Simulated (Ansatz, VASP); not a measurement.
**Co: VASP beside Ansatz**

```xyz
1
Lattice="0.0000 1.7855 1.7855 1.7855 0.0000 1.7855 1.7855 1.7855 0.0000" Properties=species:S:1:pos:R:3 pbc="T T T"
Co    0.0000    0.0000    0.0000
```

Change from the starting cell: volume scaled by 1.05.

Alike in both runs: task single point; functional PBE; k mesh 18 × 18 × 18; occupations fermi-dirac, width 0.05 eV; collinear spin.

|  | VASP | Ansatz |
| --- | --- | --- |
| version | VASP 6.6.1 | Ansatz 0.2.0 |
| potentials or method | VASP PAW PBE potentials, release 64 (Co), cutoff 520 eV | all-electron LAPW, scalar-relativistic |

|  | VASP | Ansatz | Ansatz less VASP |
| --- | --- | --- | --- |
| pressure (GPa) | -8.7 | -8.1 | +0.54 |
| net moment per atom (μB) | 1.66 | 1.68 | +0.019 |
| size of the moment on the site where the two differ most (μB) | 1.69 | 1.73 | +0.045 |

Site moments also hang on the region over which each program counts them. Ansatz ran all-electron here, and VASP with PAW potentials.
